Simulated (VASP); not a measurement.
Wanted: the native input for a VASP 6.6.1 run.

| Property | Result |
| --- | --- |
| Task | single point |
| Functional | PBE |
| Potentials or basis | VASP PAW PBE potentials, release 64 (Si, C, P) |
| Cutoff | 520 eV |
| k mesh | 1 × 1 × 1 |
| Occupations | gaussian, width 0.05 eV |
| Spin | collinear spin, zero start |
| Dipole correction | no |
| Further INCAR settings | LREAL = Auto; ALGO = Normal; EDIFF = 1e-07; NBANDS = 168 |

The structure of Si32PC30 (a cell with a defect) lies in POSCAR:

```
Si32PC30
1.0
    8.7079860000      0.0000000000      0.0000000000
    0.0000000000      8.7079860000      0.0000000000
    0.0000000000      0.0000000000      8.7079860000
Si C P
32 30 1
Direct
    0.6317410248      0.1179508098      0.1234296886
    0.8737194800      0.3736527597      0.1256065409
    0.8753358124      0.1211127349      0.3776249755
    0.1234223390      0.1239618438      0.1233745667
    0.3549866754      0.3946964315      0.0557421659
    0.6257218374      0.6262578971      0.1233733035
    0.8776967487      0.8719867028      0.1219170541
    0.3764656948      0.1229466837      0.3829012817
    0.6266948523      0.3731819275      0.3828608590
    0.8762697827      0.6236615447      0.3768523514
    0.6256017178      0.1240824227      0.6263924862
    0.8735398748      0.3738576291      0.6239795287
    0.8740918968      0.1220061677      0.8769844141
    0.1221613126      0.6275236318      0.1131465990
    0.3760371227      0.8759660385      0.1256066558
    0.1064615860      0.3499620923      0.3969790489
    0.3997240005      0.6432284113      0.3969831830
    0.6285755397      0.8743447681      0.3776241717
    0.1232707540      0.1165700083      0.6292649069
    0.3761072882      0.3735793787      0.6289082229
    0.6331106871      0.6264037402      0.6292600838
    0.8768588971      0.8728239802      0.6246148076
    0.3763685426      0.1195313130      0.8715372303
    0.6301539759      0.3733165166      0.8715349336
    0.8757808063      0.6250146704      0.8766972064
    0.1260122605      0.8734088456      0.3768541888
    0.1244610407      0.6252180470      0.6227280338
    0.3758247889      0.8761358826      0.6239890602
    0.1175272905      0.3753940349      0.8692287746
    0.3742896463      0.6321517972      0.8692309565
    0.6276759058      0.8755936218      0.8769860218
    0.1246683217      0.8739035639      0.8766982400
    0.4997511480      0.0018519782      0.0022528745
    0.7478384784      0.2499348299      0.0022487404
    0.7526014626     -0.0029162886      0.2519220862
    0.0000249197     -0.0010129782      0.0003686271
    0.2419902834      0.2393411060     -0.0141372529
    0.5103444126      0.5076892636     -0.0141388606
    0.7506962000      0.7496594505      0.0003674788
    0.2531338475      0.0043758683      0.2500711416
    0.7453050568      0.4965486853      0.2500697635
    0.5033422194      0.0004010112      0.5002998397
    0.7492703824      0.2463455959      0.5002936385
    0.7510774592     -0.0013943523      0.7503497364
   -0.0026874182      0.4970804960     -0.0002481630
    0.2526059413      0.7523733961     -0.0002466701
   -0.0039019355      0.2453911846      0.2493651230
    0.5042951378      0.7535882580      0.2493645488
    0.0008677092     -0.0030478919      0.5001280434
    0.2515501288      0.2426749423      0.5103866726
    0.5070079350      0.4981310259      0.5103811605
    0.7527328363      0.7488120675      0.5001295363
    0.2508717860     -0.0056238033      0.7508960166
    0.5011267818      0.2485563252      0.7516868998
    0.7553086328      0.4988113210      0.7508937199
    0.0033243048      0.7463575389      0.2489751362
   -0.0017180781      0.4985483440      0.5015408844
    0.2511308585      0.7514029076      0.5015435257
   -0.0039646366      0.2468490418      0.7478560485
    0.2488817736      0.5008002999      0.7487738267
    0.5028349839      0.7536438391      0.7478599529
    0.0009519997      0.7487319111      0.7508312485
    0.2732655978      0.4764257774      0.2651703850
```

These files were run (other wordings do the same):

INCAR

```
PREC = Accurate
ENCUT = 520
EDIFF = 1E-7
ISMEAR = 0
SIGMA = 0.05
LREAL = Auto
LASPH = T
NELM = 150
ALGO = Normal
ISIF = 2
LWAVE = F
LCHARG = F
ISPIN = 2
MAGMOM = 0 0 0 0 0 0 0 0 0 0 0 0 0 0 0 0 0 0 0 0 0 0 0 0 0 0 0 0 0 0 0 0 0 0 0 0 0 0 0 0 0 0 0 0 0 0 0 0 0 0 0 0 0 0 0 0 0 0 0 0 0 0 0
LORBIT = 11
GGA = PE
NBANDS = 168
```

KPOINTS

```
Automatic mesh
0
Gamma
  1 1 1
```

Potentials or basis: VASP PAW PBE potentials, release 64 (Si, C, P).

Run with:

```sh
$ cat potpaw_PBE.64/Si/POTCAR potpaw_PBE.64/C/POTCAR potpaw_PBE.64/P/POTCAR > POTCAR
$ mpirun -np 1 vasp_gam > vasp.out
```

Results of the run:

| Item | Value |
| --- | --- |
| Pressure | 7.4 GPa |
| Largest force | 1.438 eV/Å |
| Net moment | 0.00 μB per cell |
| Valence electrons inside the program's atomic spheres | Si 1.64, 1.67, 1.68, 1.76, 1.63, 1.66, 1.72, 1.69 (each value once); C 2.55, 2.56, 2.57, 2.59, 2.53, 2.58 (each value once); P 2.76 |

Caveat: the k points lie up to 0.72 Å⁻¹ apart; no moment was typed at the start, so none could form.

Run time: 8.5 min on 1 thread of Intel(R) Xeon(R) Platinum 8259CL CPU @ 2.50GHz (Skylake/Cascade Lake), with other jobs on the host, peak memory 0.99 GiB.
